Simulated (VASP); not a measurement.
# WC (Fm-3m) in VASP: further runs, part 2 of 2

VASP 6.6.1.

## (3) Single point, PBEsol

This run uses another cell than the first one, of 10.26 Å³/atom, 1.004 times its volume.

Input file INCAR:

```
SYSTEM = WC
ALGO     = Normal         ! electronic algorithm
EDIFF    = 1E-6           ! SCF threshold, eV
ENCUT    = 600            ! plane-wave cutoff, eV
GGA      = PS             ! functional
GGA_COMPAT= .False.      
ISIF     = 2              ! what is computed and relaxed
ISMEAR   = 0              ! smearing method
LASPH    = .True.         ! aspherical terms in the spheres
LCHARG   = .False.        ! write CHGCAR
LREAL    = .False.        ! projectors in reciprocal space
LWAVE    = .False.        ! write WAVECAR
NBANDS   = 16             ! bands
NELM     = 120            ! most SCF steps
PREC     = Accurate       ! precision mode
SIGMA    = 0.1            ! smearing width, eV
```

Input file KPOINTS:

```
k-points
0
Gamma
  16 16 16
  0 0 0
```

Input file POSCAR:

```
WC
1.0
    0.0000000000      2.1726686273      2.1726686273
    2.1726686273      0.0000000000      2.1726686273
    2.1726686273      2.1726686273      0.0000000000
W C
1 1
Direct
    0.5000000000      0.5000000000      0.5000000000
    0.0000000000      0.0000000000      0.0000000000
```

Potentials or basis: VASP PAW PBE potentials, release 64 (W_sv, C).

Launch:

```
$ cat potpaw_PBE.64/W_sv/POTCAR potpaw_PBE.64/C/POTCAR > POTCAR
$ mpirun -np 1 vasp_std > vasp.out
```

OUTCAR:

```text
SYSTEM = WC
   EDIFF = 1E-6
   ENCUT = 600
   GGA = PS
   ISIF = 2
   ISMEAR = 0
   LASPH = .True.
   LREAL = .False.
   NELM = 120
   PREC = Accurate

 ion  position               nearest neighbor table
   1  0.500  0.500  0.500-   2 2.17   2 2.17   2 2.17   2 2.17   2 2.17   2 2.17
   2  0.000  0.000  0.000-   1 2.17   1 2.17   1 2.17   1 2.17   1 2.17   1 2.17

  LATTYP: Found a face centered cubic cell.
 ALAT       =     4.3453372546

  Lattice vectors:

 A1 = (   0.0000000000,   2.1726686273,   2.1726686273)
 A2 = (   2.1726686273,   0.0000000000,   2.1726686273)
 A3 = (   2.1726686273,   2.1726686273,   0.0000000000)

Analysis of symmetry for initial positions (statically):
=====================================================================
 Subroutine PRICEL returns:
 Original cell was already a primitive cell.

 Routine SETGRP: Setting up the symmetry group for a
 face centered cubic supercell.

 Subroutine GETGRP returns: Found 48 space group operations
[... 9 lines left out ...]

 Routine SETGRP: Setting up the symmetry group for a
 face centered cubic supercell.

 Subroutine GETGRP returns: Found 48 space group operations
[... 11 lines left out ...]
                                     Primitive cell

  volume of cell :      20.5121

  direct lattice vectors                    reciprocal lattice vectors
     0.000000000  2.172668627  2.172668627    -0.230131735  0.230131735  0.230131735
     2.172668627  0.000000000  2.172668627     0.230131735 -0.230131735  0.230131735
     2.172668627  2.172668627  0.000000000     0.230131735  0.230131735 -0.230131735

  length of vectors
     3.072617439  3.072617439  3.072617439     0.398599857  0.398599857  0.398599857

  position of ions in fractional coordinates (direct lattice)
     0.500000000  0.500000000  0.500000000
     0.000000000  0.000000000  0.000000000

  ion indices of the primitive-cell ions
   primitive index   ion index
                 1           1
                 2           2

----------------------------------------------------------------------------------------

 KPOINTS: k-points

Automatic generation of k-mesh.
 Grid dimensions read from file:
 generate k-points for:   16   16   16

 Generating k-lattice:

  Cartesian coordinates                     Fractional coordinates (reciprocal lattice)
    -0.014383233  0.014383233  0.014383233     0.062500000  0.000000000  0.000000000
     0.014383233 -0.014383233  0.014383233     0.000000000  0.062500000  0.000000000
     0.014383233  0.014383233 -0.014383233     0.000000000  0.000000000  0.062500000

  Length of vectors
     0.024912491  0.024912491  0.024912491

  Shift w.r.t. Gamma in fractional coordinates (k-lattice)
     0.000000000  0.000000000  0.000000000

 Subroutine IBZKPT returns following result:
 ===========================================

 Found    145 irreducible k-points:

 Following reciprocal coordinates:
            Coordinates               Weight
  0.000000  0.000000  0.000000      1.000000
  0.062500  0.000000  0.000000      8.000000
  0.125000  0.000000  0.000000      8.000000
  0.187500  0.000000  0.000000      8.000000
  0.250000  0.000000  0.000000      8.000000
  0.312500  0.000000  0.000000      8.000000
[... 16 lines left out ...]
 -0.125000  0.062500  0.000000     24.000000
 -0.062500  0.062500  0.000000     12.000000
 [... further k-points ...]
   k-points           NKPTS =    145   k-points in BZ     NKDIM =    145   number of bands    NBANDS=     16
   number of dos      NEDOS =    301   number of ions     NIONS =      2
   total plane-waves  NPLWV =  21952
   dimension x,y,z NGX =    28 NGY =   28 NGZ =   28
   dimension x,y,z NGXF=    56 NGYF=   56 NGZF=   56
   ions per type =               1   1
   NGX,Y,Z   is equivalent  to a cutoff of  15.15, 15.15, 15.15 a.u.
   NGXF,Y,Z  is equivalent  to a cutoff of  30.30, 30.30, 30.30 a.u.
 SYSTEM =  WC
   PREC   = accura    normal or accurate (medium, high low for compatibility)
   ISTART =      0    job   : 0-new  1-cont  2-samecut
   ICHARG =      2    charge: 1-file 2-atom 10-const
   ISPIN  =      1    spin polarized calculation?
   LNONCOLLINEAR =      F non collinear calculations
   LSORBIT =      F    spin-orbit coupling
   LASPH  =      T    aspherical Exc in radial PAW
   ENCUT  =  600.0 eV  44.10 Ry    6.64 a.u.   6.14  6.14  6.14*2*pi/ulx,y,z
   NELM   =    120;   NELMIN=  2; NELMDL= -5     # of ELM steps
   EDIFF  = 0.1E-05   stopping-criterion for ELM
   LREAL  =      F    real-space projection
   EDIFFG = 0.1E-04   stopping-criterion for IOM
   NSW    =      0    number of steps for IOM
   IBRION =     -1    ionic relax: 0-MD 1-quasi-New 2-CG
   NFREE  =      0    steps in history (QN), initial steepest desc. (CG)
   ISIF   =      2    stress and relaxation
   ISYM   =      2    0-nonsym 1-usesym 2-fastsym
   POTIM  = 0.5000    time-step for ionic-motion
   TEBEG  =    0.0;   TEEND  =   0.0 temperature during run
   PSTRESS=    0.0 pullay stress
   NELECT =      18.0000    total number of electrons
   NUPDOWN=      -1.0000    fix difference up-down
   EMIN   =  10.00;   EMAX   =-10.00  energy-range for DOS
   EFERMI =   0.00;   METHOD = LEGACY
   ISMEAR =     0;   SIGMA  =   0.10  broadening in eV -4-tet -1-fermi 0-gaus
   EFERMI_NEDOS =   21; number of points for ismear=-14 and -15
   IALGO  =     38    algorithm
   IMIX   =      4    mixing-type and parameters
     AMIX     =   0.40;   BMIX     =  1.00
     AMIX_MAG =   1.60;   BMIX_MAG =  1.00
  volume/ion in A,a.u.               =      10.26        69.21
  Fermi-wavevector in a.u.,A,eV,Ry     =   1.567336  2.961836 33.423295  2.456543
  Thomas-Fermi vector in A             =   2.669531
   LORBIT       =      0    0 simple, 1 ext, 2 COOP (PROOUT), +10 PAW based schemes
   GGA     = PS    functional components
   LHFCALC =     F    Hartree Fock is set to
   AEXX    =    0.0000 exact exchange contribution
   IVDW    =     0    specifies the selected vdW correction
   LEPSILON=     F    determine dielectric tensor
   LRPA    =     F    only Hartree local field effects (RPA)
 non-spin polarized calculation
 Gauss-broadening in eV      SIGMA  =   0.10
  energy-cutoff  :      600.00
  volume of cell :       20.51
 maximum number of plane-waves:       701
 NGX is ok and might be reduce to    28
   NGX = 13   NGY = 13   NGZ = 13

 number of electron      18.0000001 magnetization

 Free energy of the ion-electron system (eV)
  ---------------------------------------------------
  ext. energy  EPLUGINS =         0.00000000
  ---------------------------------------------------
  free energy    TOTEN  =       -22.99960533 eV

  energy without entropy =      -22.99427899  energy(sigma->0) =      -22.99694216

 E-fermi :  12.7146     XC(G=0): -13.9953

 val. band max:       12.7128565899   @ k =  -0.3125   0.2500   0.0625
 cond. band min:      12.7191179986   @ k =   0.2500   0.0000   0.0000
 fundamental gap:      0.0062614087
 Fermi energy:        12.7146483279

 k-point     1 :       0.0000    0.0000    0.0000
  band No.  band energies     occupation
      1     -62.6829      2.00000
      2     -26.6766      2.00000
      3     -26.6766      2.00000
      4     -26.6766      2.00000
      5      -3.3462      2.00000
      6       9.8083      2.00000
[... 8 lines left out ...]
     15      22.2717      0.00000
     16      36.4163      0.00000

 k-point     2 :       0.0625    0.0000    0.0000
  band No.  band energies     occupation
      1     -62.6813      2.00000
      2     -26.7028      2.00000
      3     -26.6793      2.00000
      4     -26.6793      2.00000
      5      -3.2314      2.00000
      6       9.3966      2.00000
[... 8 lines left out ...]
     15      22.5446      0.00000
     16      35.0473      0.00000

 k-point     3 :       0.1250    0.0000    0.0000
  band No.  band energies     occupation
      1     -62.6767      2.00000
      2     -26.7768      2.00000
      3     -26.6872      2.00000
      4     -26.6872      2.00000
      5      -2.8952      2.00000
      6       8.4968      2.00000
[... 8 lines left out ...]
     15      23.2951      0.00000
     16      32.8622      0.00000
[... 362 lines left out ...]
 k-point    23 :      -0.1250    0.0625    0.0000
  band No.  band energies     occupation
      1     -62.6733      2.00000
      2     -26.8198      2.00000
      3     -26.7122      2.00000
      4     -26.6844      2.00000
      5      -2.6452      2.00000
      6       8.0344      2.00000
[... 8 lines left out ...]
     15      23.8193      0.00000
     16      31.3213      0.00000

 k-point    24 :      -0.0625    0.0625    0.0000
  band No.  band energies     occupation
      1     -62.6787      2.00000
      2     -26.7389      2.00000
      3     -26.6946      2.00000
      4     -26.6789      2.00000
      5      -3.0439      2.00000
      6       9.0497      2.00000
[... 8 lines left out ...]
     15      22.9779      0.00000
     16      33.5145      0.00000

 [... further k-points ...]
[... 5 lines left out ...]
  --------------------------------------------------------------------------------------
  -------------------------------------------------------------------------------------
  Total        0.1344643      0.1344643      0.1344643      0.0000000     -0.0000000      0.0000000
  in kB       10.5028458     10.5028458     10.5028458      0.0000000     -0.0000000      0.0000000
  external PRESSURE =      10.5028458 kB  Pullay stress =       0.0000000 kB

 VOLUME and BASIS-vectors are now :
 -----------------------------------------------------------------------------
  energy-cutoff  :      600.00
  volume of cell :       20.51
      direct lattice vectors                 reciprocal lattice vectors
     0.000000000  2.172668627  2.172668627    -0.230131735  0.230131735  0.230131735
     2.172668627  0.000000000  2.172668627     0.230131735 -0.230131735  0.230131735
     2.172668627  2.172668627  0.000000000     0.230131735  0.230131735 -0.230131735

 POSITION                                       TOTAL-FORCE (eV/Angst)
 -----------------------------------------------------------------------------------
      2.17267      2.17267      2.17267        -0.000000      0.000000     -0.000000
      0.00000      0.00000      0.00000         0.000000      0.000000      0.000000
 -----------------------------------------------------------------------------------
    total drift:                                0.000000      0.000000      0.000000

  FREE ENERGIE OF THE ION-ELECTRON SYSTEM (eV)
  ---------------------------------------------------
  free  energy   TOTEN  =       -22.9996053262 eV

  energy  without entropy=      -22.9942789860  energy(sigma->0) =      -22.99694216
```

It took 28 s on 1 thread of Intel Xeon 6975P-C (Granite Rapids), shared host; peak memory 0.2 GiB.

What came out:

```
Free energy            : -22.9996 eV
Pressure               : 1.1 GPa
Band gap on the k mesh : zero (band 9 reaches 13.78 eV, above the bottom of band 10 at 10.53 eV)
```

Levels at points of the mesh, in eV from the Fermi level:
| k point | band 7 | band 8 | band 9 | band 10 | band 11 | band 12 |
| --- | --- | --- | --- | --- | --- | --- |
| (0.00, 0.00, 0.00) | -2.91 | -2.91 | -1.12 | -1.12 | -1.12 | -1.04 |
| (0.50, 0.00, 0.00) | -6.81 | -6.81 | 1.06 | 1.06 | 2.41 | 4.90 |
| (0.50, 0.50, 0.00) | -5.69 | -2.56 | -2.56 | 0.86 | 2.35 | 2.35 |

Caveat: the PAW data sets were made with another functional, which shifts forces and pressure a little; spin-orbit coupling is left out, which moves the levels of the heavy elements.

## (4) Relaxation of cell and atoms, PBEsol

Input file INCAR:

```
  PREC = Accurate
  ENCUT = 600
  EDIFF = 1E-7
  ISMEAR = 0
  SIGMA = 0.1
  LREAL = False
  LASPH = True
  NELM = 120
  ALGO = Normal
  ISIF = 3
  LWAVE = False
  LCHARG = False
  GGA = PS
  IBRION = 2
  NSW = 80
  EDIFFG = -0.01
  GGA_COMPAT = False
  NELMIN = 4
```

Input file KPOINTS:

```
regular mesh
0
Gamma
  16 16 16
```

Input file POSCAR:

```
WC
1.0
    0.0000000000      2.1697819421      2.1697819421
    2.1697819421      0.0000000000      2.1697819421
    2.1697819421      2.1697819421      0.0000000000
W C
1 1
Direct
    0.5000000000      0.5000000000      0.5000000000
    0.0000000000      0.0000000000      0.0000000000
```

Launch:

```
$ cat potpaw_PBE.64/W_sv/POTCAR potpaw_PBE.64/C/POTCAR > POTCAR
$ mpirun -np 1 vasp_std > vasp.out
```

Run time: 58 s. Hardware: 1 thread of Intel Xeon 6975P-C (Granite Rapids), shared host; peak memory 0.21 GiB.

The run converged. Its results:

| Property | Result |
| --- | --- |
| Free energy | -22.9997 eV |
| Relaxed volume | 10.28 Å³/atom |
| Relaxed cell | a = 3.075 Å, b = 3.075 Å, c = 3.075 Å, α = 60.00°, β = 60.00°, γ = 60.00° |
| Space group after relaxing (to 0.05 Å) | Fm-3m (No. 225) |
| Energy gained by relaxing | 0.6 meV/atom |
| Ionic steps | 3 |
| Pressure after relaxing | 0.0 GPa |

Step by step:
```
step  energy change (eV)  largest force (eV/Å)  pressure (GPa)  volume (Å³)
   1              0.0000                0.0000            2.65        20.43
   2              0.0066                0.0000           -6.62        20.93
   3             -0.0011                0.0000           -0.01        20.57
```

Final structure:
```xyz
2
Lattice="0.0000 2.1746 2.1746 2.1746 0.0000 2.1746 2.1746 2.1746 0.0000" Properties=species:S:1:pos:R:3 pbc="T T T"
W     2.1746    2.1746    2.1746
C     0.0000    0.0000    0.0000
```

Levels at points of the mesh, in eV from the Fermi level:
| k point | band 5 | band 6 | band 7 | band 8 | band 9 | band 10 | band 11 | band 12 | band 13 |
| --- | --- | --- | --- | --- | --- | --- | --- | --- | --- |
| (0.00, 0.00, 0.00) | -16.04 | -2.90 | -2.90 | -2.90 | -1.11 | -1.11 | -1.11 | -1.04 | -1.04 |
| (0.50, 0.00, 0.00) | -11.22 | -10.07 | -6.79 | -6.79 | 1.06 | 1.06 | 2.40 | 4.90 | 9.05 |
| (0.50, 0.50, 0.00) | -13.78 | -6.02 | -5.68 | -2.55 | -2.55 | 0.85 | 2.34 | 2.34 | 5.62 |

Caveat: the bands computed are all filled at some k points, so no gap is given; the PAW data sets were made with another functional, which shifts forces and pressure a little; spin-orbit coupling is left out, which moves the levels of the heavy elements. Zero-point motion and thermal expansion aren't in these numbers.

## (5) The runs side by side

```tsv
task	cell	k mesh	gap on the mesh (eV)	pressure (GPa)
single point	a = 3.069 Å, angles 60.0°, 2 atoms	8 × 8 × 8	none	2.9
single point	a = 3.073 Å, angles 60.0°, 2 atoms	16 × 16 × 16	none	1.1
relaxation of cell and atoms	relaxed from a = 3.069 Å, angles 60.0°, 2 atoms	16 × 16 × 16	-	0.0
```

Alike in all rows: level PBEsol; potentials or basis VASP PAW PBE potentials, release 64 (W_sv, C); no spin polarisation; cutoff (eV) 600; smearing gaussian 0.1 eV.

Caveats: the PAW data sets were made with another functional, which shifts forces and pressure a little; spin-orbit coupling is left out, which moves the levels of the heavy elements; the bands computed are all filled at some k points, so no gap is given (some runs).

Absolute energies hang on the potentials; compare differences alone.
